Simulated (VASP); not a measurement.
# TeRu (P-6m2) in VASP: single point with LDA+U

Aim: the single point of TeRu with LDA+U.

All numbers are computed with VASP 6.6.1; they aren't measurements. Logs are shortened: lines on timing, memory, paths and dates and some standing lists are left out, and cuts for length are marked.

### 1 The cell of the first run

It takes space group P-6m2 (No. 187, hexagonal). The conventional cell has a = 3.795 Å, b = 3.795 Å, c = 3.704 Å, α = 90.00°, β = 90.00°, γ = 120.00°. Ru (site symmetry -6m2) has 6 Te at 2.87 Å and 8 Ru at 3.70 to 3.80 Å within 3.8 Å. Te (site symmetry -6m2) has 6 Ru at 2.87 Å and 8 Te at 3.70 to 3.80 Å within 3.8 Å.

### 2 Single point, LDA+U

Contents of INCAR:

```
SYSTEM = TeRu
PREC = Accurate
ENCUT = 520
EDIFF = 1E-7
ISMEAR = 0
SIGMA = 0.05
LREAL = .False.
LASPH = .True.
NELM = 150
ALGO = Normal
ISIF = 2
LWAVE = .False.
LCHARG = .True.
LMAXMIX = 4
LDAU = .True.
LDAUTYPE = 2
LDAUL = 2 -1
LDAUU = 2 0
LDAUJ = 0 0
LDAUPRINT = 1
GGA = CA
LELF = .True.
LVHAR = .True.
NBANDS = 17
```

Contents of KPOINTS:

```
regular mesh
0
Gamma
  6 6 5
  0 0 0
```

Contents of POSCAR:

```
TeRu
1.0
    3.7950828900      0.0000000000      0.0000000000
   -1.8975414500      3.2866381900      0.0000000000
    0.0000000000      0.0000000000      3.7038128800
Ru Te
1 1
Direct
    0.0000000000      0.0000000000      0.0000000000
    0.6666666667      0.3333333333      0.5000000000
```

Potentials or basis: VASP PAW LDA potentials, release 64 (Ru_pv, Te).

Started as:

```console
$ cat potpaw_LDA.64/Ru_pv/POTCAR potpaw_LDA.64/Te/POTCAR > POTCAR
$ mpirun -np 1 vasp_std > vasp.out
```

OUTCAR:

```text
SYSTEM = TeRu
   PREC = Accurate
   ENCUT = 520
   EDIFF = 1E-7
   ISMEAR = 0
   LREAL = .False.
   LASPH = .True.
   NELM = 150
   ISIF = 2
   GGA = CA

 ion  position               nearest neighbor table
   1  0.000  0.000  0.000-   2 2.87   2 2.87   2 2.87   2 2.87   2 2.87   2 2.87
   2  0.667  0.333  0.500-   1 2.87   1 2.87   1 2.87   1 2.87   1 2.87   1 2.87

  LATTYP: Found a hexagonal cell.
 ALAT       =     3.7950828900
 C/A-ratio  =     0.9759504568

  Lattice vectors:

 A1 = (   3.7950828900,   0.0000000000,   0.0000000000)
 A2 = (  -1.8975414500,   3.2866381900,   0.0000000000)
 A3 = (   0.0000000000,   0.0000000000,   3.7038128800)

Analysis of symmetry for initial positions (statically):
=====================================================================
 Subroutine PRICEL returns:
 Original cell was already a primitive cell.

 Routine SETGRP: Setting up the symmetry group for a
 hexagonal supercell.

 Subroutine GETGRP returns: Found 12 space group operations
 (whereof 12 operations were pure point group operations)
 out of a pool of 24 trial point group operations.

The static configuration has the point symmetry D_3h.

Analysis of symmetry for dynamics (positions and initial velocities):
=====================================================================
 Subroutine PRICEL returns:
 Original cell was already a primitive cell.

 Routine SETGRP: Setting up the symmetry group for a
 hexagonal supercell.

 Subroutine GETGRP returns: Found 12 space group operations
 (whereof 12 operations were pure point group operations)
 out of a pool of 24 trial point group operations.

The dynamic configuration has the point symmetry D_3h.

 Subroutine INISYM returns: Found 12 space group operations
 (whereof 12 operations are pure point group operations),
 and found     1 'primitive' translations

----------------------------------------------------------------------------------------

[... 137 lines left out ...]
 -0.0000  0.4719  0.0000 -0.0000 -0.0000
  0.0000  0.0000  0.7986  0.0000 -0.0000
  0.0000 -0.0000  0.0000  0.4719  0.0000
 -0.0000 -0.0000 -0.0000  0.0000  0.6803

spin component  2

  0.6803 -0.0000  0.0000  0.0000 -0.0000
 -0.0000  0.4719  0.0000 -0.0000 -0.0000
  0.0000  0.0000  0.7986  0.0000 -0.0000
  0.0000 -0.0000  0.0000  0.4719  0.0000
 -0.0000 -0.0000 -0.0000  0.0000  0.6803

 occupancies and eigenvectors

  o =  0.4719  v = -0.0000  0.8378  0.0000  0.5459 -0.0000  0.0000  0.0000  0.0000  0.0000  0.0000      0.0000  0.0000  0.0000  0.0000  0.0000  0.0000  0.0000  0.0000  0.0000  0.0000
  o =  0.4719  v =  0.0000  0.0000  0.0000  0.0000  0.0000 -0.0000  0.8378  0.0000  0.5459 -0.0000      0.0000  0.0000  0.0000  0.0000  0.0000  0.0000  0.0000  0.0000  0.0000  0.0000
  o =  0.4719  v = -0.0000 -0.5459 -0.0000  0.8378 -0.0000  0.0000  0.0000  0.0000  0.0000  0.0000      0.0000  0.0000  0.0000  0.0000  0.0000  0.0000  0.0000  0.0000  0.0000  0.0000
  o =  0.4719  v =  0.0000  0.0000  0.0000  0.0000  0.0000 -0.0000 -0.5459 -0.0000  0.8378 -0.0000      0.0000  0.0000  0.0000  0.0000  0.0000  0.0000  0.0000  0.0000  0.0000  0.0000
  o =  0.6803  v =  0.0000  0.0000  0.0000  0.0000  0.0000  0.0256 -0.0000 -0.0000 -0.0000 -0.9997      0.0000  0.0000  0.0000  0.0000  0.0000  0.0000  0.0000  0.0000  0.0000  0.0000
  o =  0.6803  v =  0.0256 -0.0000 -0.0000 -0.0000 -0.9997  0.0000  0.0000  0.0000  0.0000  0.0000      0.0000  0.0000  0.0000  0.0000  0.0000  0.0000  0.0000  0.0000  0.0000  0.0000
  o =  0.6803  v =  0.0000  0.0000  0.0000  0.0000  0.0000  0.9997  0.0000 -0.0000  0.0000  0.0256      0.0000  0.0000  0.0000  0.0000  0.0000  0.0000  0.0000  0.0000  0.0000  0.0000
  o =  0.6803  v =  0.9997  0.0000 -0.0000  0.0000  0.0256  0.0000  0.0000  0.0000  0.0000  0.0000      0.0000  0.0000  0.0000  0.0000  0.0000  0.0000  0.0000  0.0000  0.0000  0.0000
  o =  0.7986  v =  0.0000  0.0000  0.0000  0.0000  0.0000 -0.0000  0.0000 -1.0000 -0.0000  0.0000      0.0000  0.0000  0.0000  0.0000  0.0000  0.0000  0.0000  0.0000  0.0000  0.0000
  o =  0.7986  v = -0.0000  0.0000 -1.0000 -0.0000  0.0000  0.0000  0.0000  0.0000  0.0000  0.0000      0.0000  0.0000  0.0000  0.0000  0.0000  0.0000  0.0000  0.0000  0.0000  0.0000

 number of electron      19.9999992 magnetization

 Free energy of the ion-electron system (eV)
  ---------------------------------------------------
  ext. energy  EPLUGINS =         0.00000000
  ---------------------------------------------------
  free energy    TOTEN  =       -10.77946515 eV

  energy without entropy =      -10.77869897  energy(sigma->0) =      -10.77908206

 E-fermi :   8.1024     XC(G=0): -11.1113

 val. band max:        7.9157356658   @ k =   0.3333   0.1667   0.4000
 cond. band min:       8.1541527192   @ k =   0.1667   0.1667   0.2000
 fundamental gap:      0.2384170533
 Fermi energy:         8.1023727593

 k-point     1 :       0.0000    0.0000    0.0000
  band No.  band energies     occupation
      1     -33.6767      2.00000
      2     -33.4432      2.00000
      3     -33.4432      2.00000
      4      -5.0546      2.00000
      5       5.3021      2.00000
      6       5.3021      2.00000
[... 397 lines left out ...]
      4      -3.0662      2.00000
      5       3.1051      2.00000
      6       3.4186      2.00000
[... 9 lines left out ...]
     16      17.5279      0.00000
     17      20.2083      0.00000

------------------------ aborting loop because EDIFF is reached ----------------------------------------

  FORCE on cell =-STRESS in cart. coord.  units (eV):
  Direction    XX          YY          ZZ          XY          YZ          ZX
  --------------------------------------------------------------------------------------
  -------------------------------------------------------------------------------------
  Total       -5.0770025     -5.0770025     -7.3322128      0.0000000      0.0000000      0.0000000
  in kB     -176.0742145   -176.0742143   -254.2865802      0.0000003      0.0000000      0.0000000
  external PRESSURE =    -202.1450030 kB  Pullay stress =       0.0000000 kB

 VOLUME and BASIS-vectors are now :
 -----------------------------------------------------------------------------
  energy-cutoff  :      520.00
  volume of cell :       46.20
      direct lattice vectors                 reciprocal lattice vectors
     3.795082890  0.000000000  0.000000000     0.263498856  0.152131136  0.000000000
    -1.897541450  3.286638190  0.000000000     0.000000000  0.304262271  0.000000000
     0.000000000  0.000000000  3.703812880     0.000000000  0.000000000  0.269992041

 POSITION                                       TOTAL-FORCE (eV/Angst)
 -----------------------------------------------------------------------------------
      0.00000      0.00000      0.00000        -0.000000      0.000000      0.000000
      1.89754      1.09555      1.85191         0.000000      0.000000      0.000000
 -----------------------------------------------------------------------------------
    total drift:                               -0.000000      0.000000      0.000000

  FREE ENERGIE OF THE ION-ELECTRON SYSTEM (eV)
  ---------------------------------------------------
  free  energy   TOTEN  =       -10.7794651464 eV

  energy  without entropy=      -10.7786989674  energy(sigma->0) =      -10.77908206
```

OSZICAR:

```text
N       E                     dE             d eps       ncg     rms          rms(c)
DAV:   1     0.133948609527E+03    0.13395E+03   -0.10701E+04   746   0.107E+03
DAV:   2    -0.724390619585E+01   -0.14119E+03   -0.13654E+03   811   0.277E+02
DAV:   3    -0.107947143787E+02   -0.35508E+01   -0.35156E+01   918   0.448E+01
DAV:   4    -0.108368324712E+02   -0.42118E-01   -0.42082E-01   831   0.463E+00
DAV:   5    -0.108379817770E+02   -0.11493E-02   -0.11492E-02   952   0.700E-01    0.743E+00
DAV:   6    -0.107670123789E+02    0.70969E-01   -0.15776E-01   758   0.297E+00    0.399E+00
DAV:   7    -0.107770097497E+02   -0.99974E-02   -0.95118E-02   750   0.172E+00    0.974E-01
DAV:   8    -0.107775955212E+02   -0.58577E-03   -0.15423E-02   756   0.101E+00    0.615E-01
DAV:   9    -0.107793280176E+02   -0.17325E-02   -0.57860E-03   807   0.510E-01    0.138E-01
DAV:  10    -0.107794215295E+02   -0.93512E-04   -0.16079E-04  1087   0.846E-02    0.100E-01
DAV:  11    -0.107794651821E+02   -0.43653E-04   -0.76179E-05   855   0.468E-02    0.149E-02
DAV:  12    -0.107794651454E+02    0.36660E-07   -0.27490E-06   977   0.104E-02    0.835E-03
DAV:  13    -0.107794651464E+02   -0.96361E-09   -0.97638E-08   669   0.194E-03
   1 F= -.10779465E+02 E0= -.10779082E+02  d E =-.766179E-03
```

Run time: 18 s. Hardware: 1 thread of Intel Xeon 8259CL, shared host; peak memory 0.15 GiB.

What came out:

| Item | Value |
| --- | --- |
| Free energy | -10.7795 eV |
| Pressure | -20.2 GPa |
| Band gap on the k mesh | zero (bands 10 and 11 overlap by 0.91 eV) |

Stress tensor (GPa, compression positive):
```
-17.61   0.00   0.00
  0.00 -17.61   0.00
  0.00   0.00 -25.43
```

Eigenvalues of the final occupation matrices:
```csv
site,spin,trace,eigenvalues
site 1 d,1,3.10,0.47 0.47 0.68 0.68 0.80
site 1 d,2,3.10,0.47 0.47 0.68 0.68 0.80
```

Caveat: the cell stands under tension; spin-orbit coupling is left out, which moves the levels of the heavy elements; U without spin polarisation on a metal has little footing; the U is typed as a test and isn't derived for this compound.
